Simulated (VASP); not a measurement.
# GaGe (F-43m) in VASP: notebook

Aim: see how the results for GaGe move with the level of theory and the settings. Levels: PBE, PBE0. Tasks: relaxation of cell and atoms, single point.

Program: VASP 6.6.1. These are calculated values, not measurements. Logs are shortened: lines on timing, memory, paths and dates and some standing lists are left out, and cuts for length are marked.

## (1) The cell of the first run

The structure is cubic, space group F-43m (No. 216). Conventional cell: a = 5.796 Å, b = 5.796 Å, c = 5.796 Å, α = 90.00°, β = 90.00°, γ = 90.00°. Ge (site symmetry -43m) has 4 Ga at 2.51 Å within 3.3 Å. Ga (site symmetry -43m) has 4 Ge at 2.51 Å within 3.3 Å.

## (2) Relaxation of cell and atoms, PBE, target pressure 20 GPa, at which the enthalpy is minimised

Contents of INCAR:

```
SYSTEM = GaGe
PREC = Accurate ; ENCUT = 600
EDIFF = 1E-6 ; ISMEAR = -1
SIGMA = 0.05 ; LREAL = .False.
LASPH = .True. ; NELM = 100
ALGO = Normal ; ISIF = 3
LWAVE = .False. ; LCHARG = .False.
GGA = PE ; IBRION = 2
NSW = 60 ; EDIFFG = -0.01
PSTRESS = 200.0
```

Contents of KPOINTS:

```
Automatic mesh
0
Gamma
  8 8 8
  0 0 0
```

Contents of POSCAR:

```
GaGe
1.0
    0.0000000000      2.8978440000      2.8978440000
    2.8978440000      0.0000000000      2.8978440000
    2.8978440000      2.8978440000      0.0000000000
Ge Ga
1 1
Direct
    0.0000000000      0.0000000000      0.0000000000
    0.2500000000      0.2500000000      0.2500000000
```

Potentials or basis: VASP PAW PBE potentials, release 64 (Ge_d, Ga_d).

The run is started by

```sh
cat potpaw_PBE.64/Ge_d/POTCAR potpaw_PBE.64/Ga_d/POTCAR > POTCAR
mpirun -np 1 vasp_std > vasp.out
```

OUTCAR:

```text
SYSTEM = GaGe
   PREC = Accurate
   ENCUT = 600
   EDIFF = 1E-6
   ISMEAR = -1
   LREAL = .False.
   LASPH = .True.
   NELM = 100
   ISIF = 3
   GGA = PE
   IBRION = 2
   NSW = 60
   EDIFFG = -0.01
   PSTRESS = 200.0

 ion  position               nearest neighbor table
   1  0.000  0.000  0.000-   2 2.51   2 2.51   2 2.51   2 2.51
   2  0.250  0.250  0.250-   1 2.51   1 2.51   1 2.51   1 2.51

  LATTYP: Found a face centered cubic cell.
 ALAT       =     5.7956880000

  Lattice vectors:

 A1 = (   0.0000000000,   2.8978440000,   2.8978440000)
 A2 = (   2.8978440000,   0.0000000000,   2.8978440000)
 A3 = (   2.8978440000,   2.8978440000,   0.0000000000)

Analysis of symmetry for initial positions (statically):
=====================================================================
 Subroutine PRICEL returns:
 Original cell was already a primitive cell.

 Routine SETGRP: Setting up the symmetry group for a
 face centered cubic supercell.

 Subroutine GETGRP returns: Found 24 space group operations
 (whereof 24 operations were pure point group operations)
 out of a pool of 48 trial point group operations.

The static configuration has the point symmetry T_d .

Analysis of symmetry for dynamics (positions and initial velocities):
=====================================================================
 Subroutine PRICEL returns:
 Original cell was already a primitive cell.

 Routine SETGRP: Setting up the symmetry group for a
 face centered cubic supercell.

 Subroutine GETGRP returns: Found 24 space group operations
 (whereof 24 operations were pure point group operations)
 out of a pool of 48 trial point group operations.

The dynamic configuration has the point symmetry T_d .

 Subroutine INISYM returns: Found 24 space group operations
 (whereof 24 operations are pure point group operations),
 and found     1 'primitive' translations

----------------------------------------------------------------------------------------

                                     Primitive cell

  volume of cell :      48.6693

  direct lattice vectors                    reciprocal lattice vectors
     0.000000000  2.897844000  2.897844000    -0.172542069  0.172542069  0.172542069
     2.897844000  0.000000000  2.897844000     0.172542069 -0.172542069  0.172542069
     2.897844000  2.897844000  0.000000000     0.172542069  0.172542069 -0.172542069

  length of vectors
     4.098170286  4.098170286  4.098170286     0.298851630  0.298851630  0.298851630

  position of ions in fractional coordinates (direct lattice)
     0.000000000  0.000000000  0.000000000
     0.250000000  0.250000000  0.250000000

  ion indices of the primitive-cell ions
   primitive index   ion index
                 1           1
                 2           2

----------------------------------------------------------------------------------------

 KPOINTS: Automatic mesh

Automatic generation of k-mesh.
 Grid dimensions read from file:
 generate k-points for:    8    8    8

 Generating k-lattice:

  Cartesian coordinates                     Fractional coordinates (reciprocal lattice)
    -0.021567759  0.021567759  0.021567759     0.125000000  0.000000000  0.000000000
     0.021567759 -0.021567759  0.021567759     0.000000000  0.125000000  0.000000000
     0.021567759  0.021567759 -0.021567759     0.000000000  0.000000000  0.125000000

  Length of vectors
     0.037356454  0.037356454  0.037356454

  Shift w.r.t. Gamma in fractional coordinates (k-lattice)
     0.000000000  0.000000000  0.000000000

 Subroutine IBZKPT returns following result:
 ===========================================

 Found     29 irreducible k-points:

 Following reciprocal coordinates:
            Coordinates               Weight
  0.000000  0.000000  0.000000      1.000000
  0.125000  0.000000  0.000000      8.000000
  0.250000  0.000000  0.000000      8.000000
  0.375000  0.000000  0.000000      8.000000
  0.500000  0.000000  0.000000      4.000000
  0.125000  0.125000  0.000000      6.000000
[... 16 lines left out ...]
[... 41 lines left out ...]
  energy-cutoff  :      600.00
  volume of cell :       38.54
      direct lattice vectors                 reciprocal lattice vectors
     0.000000000  2.681046054  2.681046054    -0.186494372  0.186494372  0.186494372
     2.681046054  0.000000000  2.681046054     0.186494372 -0.186494372  0.186494372
     2.681046054  2.681046054  0.000000000     0.186494372  0.186494372 -0.186494372

 POSITION                                       TOTAL-FORCE (eV/Angst)
 -----------------------------------------------------------------------------------
      5.36209      5.36209      5.36209         0.000000      0.000000      0.000000
      1.34052      1.34052      1.34052        -0.000000     -0.000000     -0.000000
 -----------------------------------------------------------------------------------
    total drift:                                0.000001      0.000001      0.000001

  FREE ENERGIE OF THE ION-ELECTRON SYSTEM (eV)
  ---------------------------------------------------
  free  energy   TOTEN  =        -6.5883875164 eV

  energy  without entropy=       -6.5790663032  energy(sigma->0) =       -6.58372691

  enthalpy is  TOTEN    =        -1.7770897973 eV   P V=        4.8112977192

--------------------------------------- Ionic step        5  -------------------------------------------

 number of electron      27.0000002 magnetization

 Free energy of the ion-electron system (eV)
  ---------------------------------------------------
  ext. energy  EPLUGINS =         0.00000000
  ---------------------------------------------------
  free energy    TOTEN  =        -6.56508324 eV

  energy without entropy =       -6.55583426  energy(sigma->0) =       -6.56045875

 E-fermi :   5.0676     XC(G=0): -10.6959

 val. band max:        5.0632528442   @ k =   0.3750   0.1250   0.0000
 cond. band min:       5.0813041825   @ k =   0.5000   0.1250   0.0000
 fundamental gap:      0.0180513383
 Fermi energy:         5.0675559473

 k-point     1 :       0.0000    0.0000    0.0000
  band No.  band energies     occupation
      1     -18.9605      2.00000
      2     -18.9605      2.00000
      3     -18.9605      2.00000
      4     -18.9208      2.00000
      5     -18.9208      2.00000
      6      -9.5569      2.00000
[... 9 lines left out ...]
     16       9.9493      0.00000
     17       9.9493      0.00000

 k-point     2 :       0.1250    0.0000    0.0000
  band No.  band energies     occupation
      1     -18.9604      2.00000
      2     -18.9595      2.00000
      3     -18.9595      2.00000
      4     -18.9205      2.00000
      5     -18.9205      2.00000
      6      -9.5674      2.00000
[... 9 lines left out ...]
     16      10.5011      0.00000
     17      10.5011      0.00000

 k-point     3 :       0.2500    0.0000    0.0000
  band No.  band energies     occupation
      1     -18.9605      2.00000
      2     -18.9575      2.00000
      3     -18.9575      2.00000
      4     -18.9196      2.00000
      5     -18.9196      2.00000
      6      -9.5920      2.00000
[... 438 lines left out ...]
  --------------------------------------------------------------------------------------
  -------------------------------------------------------------------------------------
  Total        4.8071380      4.8071380      4.8071380     -0.0000000      0.0000000     -0.0000000
  in kB      200.7997477    200.7997477    200.7997477     -0.0000000      0.0000000     -0.0000000
  external PRESSURE =       0.7997477 kB  Pullay stress =     200.0000000 kB

 VOLUME and BASIS-vectors are now :
 -----------------------------------------------------------------------------
  energy-cutoff  :      600.00
  volume of cell :       38.36
      direct lattice vectors                 reciprocal lattice vectors
     0.000000000  2.676710093  2.676710093    -0.186796471  0.186796471  0.186796471
     2.676710093  0.000000000  2.676710093     0.186796471 -0.186796471  0.186796471
     2.676710093  2.676710093  0.000000000     0.186796471  0.186796471 -0.186796471

 POSITION                                       TOTAL-FORCE (eV/Angst)
 -----------------------------------------------------------------------------------
      0.00000      0.00000      0.00000        -0.000000     -0.000000     -0.000000
      1.33836      1.33836      1.33836         0.000000      0.000000      0.000000
 -----------------------------------------------------------------------------------
    total drift:                                0.000001      0.000001      0.000001

  FREE ENERGIE OF THE ION-ELECTRON SYSTEM (eV)
  ---------------------------------------------------
  free  energy   TOTEN  =        -6.5650832386 eV

  energy  without entropy=       -6.5558342586  energy(sigma->0) =       -6.56045875

  enthalpy is  TOTEN    =        -1.7770912125 eV   P V=        4.7879920261

 reached required accuracy - stopping structural energy minimisation
```

Wall time 53 s (1 thread of Intel Xeon 6975P-C (Granite Rapids), shared host); peak memory 0.23 GiB.

What came out:

* Free energy: -6.5651 eV
* Relaxed volume: 19.18 Å³/atom
* Relaxed cell: a = 3.785 Å, b = 3.785 Å, c = 3.785 Å, α = 60.00°, β = 60.00°, γ = 60.00°
* Space group after relaxing (to 0.05 Å): F-43m (No. 216)
* Energy change on relaxing (the enthalpy is what falls): +267.1 meV/atom
* Ionic steps: 5
* Pressure after relaxing: 20.1 GPa

Step by step:
```csv
step,energy change (eV),largest force (eV/Å),pressure (GPa),volume (Å³)
1,0.0000,0.0000,0.26,48.67
2,2.5023,0.0000,67.56,30.45
3,0.4696,0.0000,18.53,38.89
4,0.5108,0.0000,19.72,38.54
5,0.5341,0.0000,20.08,38.36
```

Final structure:
```xyz
2
Lattice="0.0000 2.6767 2.6767 2.6767 0.0000 2.6767 2.6767 2.6767 0.0000" Properties=species:S:1:pos:R:3 pbc="T T T"
Ge    0.0000    0.0000    0.0000
Ga    1.3384    1.3384    1.3384
```

Caveat: the cell is relaxed towards a set pressure, so the enthalpy falls and the energy may rise; the volume moved by over 15 % at a fixed basis, so the end points are rough.

## (3) Relaxation of cell and atoms, PBE, target pressure 30 GPa, at which the enthalpy is minimised

Contents of INCAR:

```
SYSTEM = GaGe
  PREC = Accurate
  ENCUT = 600
  EDIFF = 1E-6
  ISMEAR = -1
  SIGMA = 0.05
  LREAL = .False.
  LASPH = .True.
  NELM = 60
  ALGO = Normal
  ISIF = 3
  LWAVE = .False.
  LCHARG = .False.
  GGA = PE
  IBRION = 2
  NSW = 60
  EDIFFG = -0.01
  PSTRESS = 300.0
```

Contents of KPOINTS:

```
regular mesh
0
Gamma
  8 8 8
  0 0 0
```

POSCAR is that of step 2.

Potentials or basis: VASP PAW PBE potentials, release 64 (Ge_d, Ga_d).

The run is started by

```sh
cat potpaw_PBE.64/Ge_d/POTCAR potpaw_PBE.64/Ga_d/POTCAR > POTCAR
mpirun -np 1 vasp_std > vasp.out
```

Run time: 59 s. Hardware: 1 thread of Intel Xeon 6975P-C (Granite Rapids), shared host; peak memory 0.23 GiB.

Results (log left out):

```
Free energy                                            : -6.1901 eV
Relaxed volume                                         : 17.97 Å³/atom
Relaxed cell                                           : a = 3.704 Å, b = 3.704 Å, c = 3.704 Å, α = 60.00°, β = 60.00°, γ = 60.00°
Space group after relaxing (to 0.05 Å)                 : F-43m (No. 216)
Energy change on relaxing (the enthalpy is what falls) : +454.6 meV/atom
Ionic steps                                            : 5
Pressure after relaxing                                : 30.0 GPa
```

The path:
```csv
step,energy change (eV),largest force (eV/Å),pressure (GPa),volume (Å³)
1,0.0000,0.0000,0.26,48.67
2,7.8342,0.0000,195.18,23.28
3,0.6979,0.0000,24.64,37.19
4,0.8273,0.0000,27.97,36.40
5,0.9091,0.0000,30.02,35.94
```

Final structure:
```
Ge Ga
1.0
     0.00000    2.61940    2.61940
     2.61940    0.00000    2.61940
     2.61940    2.61940    0.00000
Ge Ga
1 1
Direct
  0.00000 0.00000 0.00000
  0.25000 0.25000 0.25000
```

Levels at points of the mesh, in eV from the Fermi level:
```csv
k point,band 10,band 11,band 12,band 13,band 14,band 15,band 16,band 17
"(0.00, 0.00, 0.00)",-14.61,-12.52,2.40,2.40,2.40,5.04,5.04,5.04
"(0.50, 0.00, 0.00)",-14.60,-9.60,-6.64,0.53,0.53,3.71,6.01,6.01
"(0.50, 0.50, 0.00)",-14.60,-8.11,-6.72,-1.81,-1.81,2.38,2.64,14.20
```

Caveat: the cell is relaxed towards a set pressure, so the enthalpy falls and the energy may rise; the volume moved by over 15 % at a fixed basis, so the end points are rough.

## (4) Single point, PBE0

This run uses another cell than the first one, of 23.85 Å³/atom, 0.980 times its volume.

Contents of POSCAR:

```
GaGe
1.0
    0.0000000000      2.8783947965      2.8783947965
    2.8783947965      0.0000000000      2.8783947965
    2.8783947965      2.8783947965      0.0000000000
Ge Ga
1 1
Direct
    0.0000000000      0.0000000000      0.0000000000
    0.2500000000      0.2500000000      0.2500000000
```

Contents of INCAR.step1:

```
PREC     = Accurate       # precision mode
ENCUT    = 520            # plane-wave cutoff, eV
EDIFF    = 1E-5           # SCF threshold, eV
ISMEAR   = -1             # smearing method
SIGMA    = 0.05           # smearing width, eV
LREAL    = F              # projectors in reciprocal space
LASPH    = T              # aspherical terms in the spheres
NELM     = 100            # most SCF steps
ALGO     = Normal         # electronic algorithm
ISIF     = 2              # what is computed and relaxed
LWAVE    = T              # write WAVECAR
LCHARG   = F              # write CHGCAR
NBANDS   = 20             # bands
GGA      = PE             # functional
```

Contents of INCAR.step2:

```
PREC     = Accurate       # precision mode
ENCUT    = 520            # plane-wave cutoff, eV
EDIFF    = 1E-6           # SCF threshold, eV
ISMEAR   = -1             # smearing method
SIGMA    = 0.05           # smearing width, eV
LREAL    = F              # projectors in reciprocal space
LASPH    = T              # aspherical terms in the spheres
NELM     = 100            # most SCF steps
ALGO     = Normal         # electronic algorithm
ISIF     = 2              # what is computed and relaxed
LWAVE    = F              # write WAVECAR
LCHARG   = F              # write CHGCAR
GGA      = PE             # functional
LHFCALC  = T              # exact exchange
AEXX     = 0.25           # exact-exchange fraction
PRECFOCK = Normal       
NBANDS   = 20             # bands
ISTART   = 1
```

Contents of KPOINTS:

```
regular mesh
0
Gamma
  4 4 4
```

The run is started by

```sh
cat potpaw_PBE.64/Ge_d/POTCAR potpaw_PBE.64/Ga_d/POTCAR > POTCAR
cp INCAR.step1 INCAR
mpirun -np 1 vasp_std > vasp.out
cp INCAR.step2 INCAR
mpirun -np 1 vasp_std > vasp.out
```

Wall time 13 min (1 thread of Intel Xeon 6975P-C, shared host); peak memory 0.19 GiB.

It converged, with:

```
Free energy : -9.0214 eV
Pressure    : -0.9 GPa
```

Levels at points of the mesh, in eV from the Fermi level:
| k point | band 11 | band 12 | band 13 | band 14 | band 15 | band 16 | band 17 | band 18 |
| --- | --- | --- | --- | --- | --- | --- | --- | --- |
| (0.00, 0.00, 0.00) | -12.62 | 2.05 | 2.05 | 2.05 | 3.14 | 5.12 | 5.12 | 5.12 |
| (0.50, 0.00, 0.00) | -10.35 | -6.80 | 0.48 | 0.48 | 2.81 | 6.10 | 6.10 | 8.99 |
| (0.50, 0.50, 0.00) | -9.11 | -7.23 | -2.19 | -2.19 | 2.80 | 2.96 | 12.54 | 12.54 |

Caveat: the k points lie up to 0.47 Å⁻¹ apart; the PAW data sets were made with another functional, which shifts forces and pressure a little.

## (5) Single point, PBE0

Contents of POSCAR:

```
GaGe
1.0
    0.0000000000      2.8978440000      2.8978440000
    2.8978440000      0.0000000000      2.8978440000
    2.8978440000      2.8978440000      0.0000000000
Ge Ga
1 1
Direct
    0.0000000000      0.0000000000      0.0000000000
    0.2500000000      0.2500000000      0.2500000000
```

Contents of INCAR.step1:

```
SYSTEM = GaGe
ALGO = Normal
EDIFF = 1E-5
ENCUT = 520
GGA = PE
ISIF = 2
ISMEAR = -1
LASPH = .TRUE.
LCHARG = .FALSE.
LREAL = .FALSE.
LWAVE = .TRUE.
NBANDS = 20
NELM = 80
PREC = Accurate
SIGMA = 0.05
```

Contents of INCAR.step2:

```
SYSTEM = GaGe
AEXX = 0.25
ALGO = Normal
EDIFF = 1E-6
ENCUT = 520
GGA = PE
ISIF = 2
ISMEAR = -1
ISTART = 1
LASPH = .TRUE.
LCHARG = .FALSE.
LHFCALC = .TRUE.
LREAL = .FALSE.
LWAVE = .FALSE.
NBANDS = 20
NELM = 80
PREC = Accurate
PRECFOCK = Normal
SIGMA = 0.05
```

Contents of KPOINTS:

```
k-points
0
G
  4 4 4
  0 0 0
```

The run is started by

```sh
cat potpaw_PBE.64/Ge_d/POTCAR potpaw_PBE.64/Ga_d/POTCAR > POTCAR
cp INCAR.step1 INCAR
mpirun -np 1 vasp_std > vasp.out
cp INCAR.step2 INCAR
mpirun -np 1 vasp_std > vasp.out
```

It took 12 min on 1 thread of Intel Xeon 6975P-C, shared host; peak memory 0.19 GiB.

It converged, with:

| Property | Result |
| --- | --- |
| Free energy | -9.0120 eV |
| Pressure | -2.0 GPa |

Levels at points of the mesh, in eV from the Fermi level:
| k point | band 11 | band 12 | band 13 | band 14 | band 15 | band 16 | band 17 | band 18 |
| --- | --- | --- | --- | --- | --- | --- | --- | --- |
| (0.00, 0.00, 0.00) | -12.49 | 2.01 | 2.01 | 2.01 | 2.93 | 5.07 | 5.07 | 5.07 |
| (0.50, 0.00, 0.00) | -10.28 | -6.72 | 0.48 | 0.48 | 2.71 | 6.05 | 6.05 | 8.94 |
| (0.50, 0.50, 0.00) | -9.07 | -7.17 | -2.15 | -2.15 | 2.80 | 2.94 | 12.33 | 12.33 |

Caveat: the k points lie up to 0.47 Å⁻¹ apart; the PAW data sets were made with another functional, which shifts forces and pressure a little.

## (6) The runs side by side

| task | level | cell | k mesh | cutoff (eV) | grid for exact exchange (PRECFOCK) | gap on the mesh (eV) | pressure (GPa) |
| --- | --- | --- | --- | --- | --- | --- | --- |
| relaxation of cell and atoms | PBE | relaxed to 20 GPa from a = 4.098 Å, angles 60.0°, 2 atoms | 8 × 8 × 8 | 600 | - | none | 20.1 |
| relaxation of cell and atoms | PBE | relaxed to 30 GPa from a = 4.098 Å, angles 60.0°, 2 atoms | 8 × 8 × 8 | 600 | - | none | 30.0 |
| single point | PBE0 | a = 4.071 Å, angles 60.0°, 2 atoms | 4 × 4 × 4 | 520 | Normal | none | -0.9 |
| single point | PBE0 | a = 4.098 Å, angles 60.0°, 2 atoms | 4 × 4 × 4 | 520 | Normal | none | -2.0 |

Alike in all rows: potentials or basis VASP PAW PBE potentials, release 64 (Ge_d, Ga_d); no spin polarisation; smearing fermi-dirac 0.05 eV.

Caveats: some runs use coarse meshes; the cell is relaxed towards a set pressure, so the enthalpy falls and the energy may rise (some runs); the volume moved by over 15 % at a fixed basis, so the end points are rough (some runs); the PAW data sets were made with another functional, which shifts forces and pressure a little (some runs).

Total energies depend on the potentials used, so only differences within one code and one set of settings carry meaning.
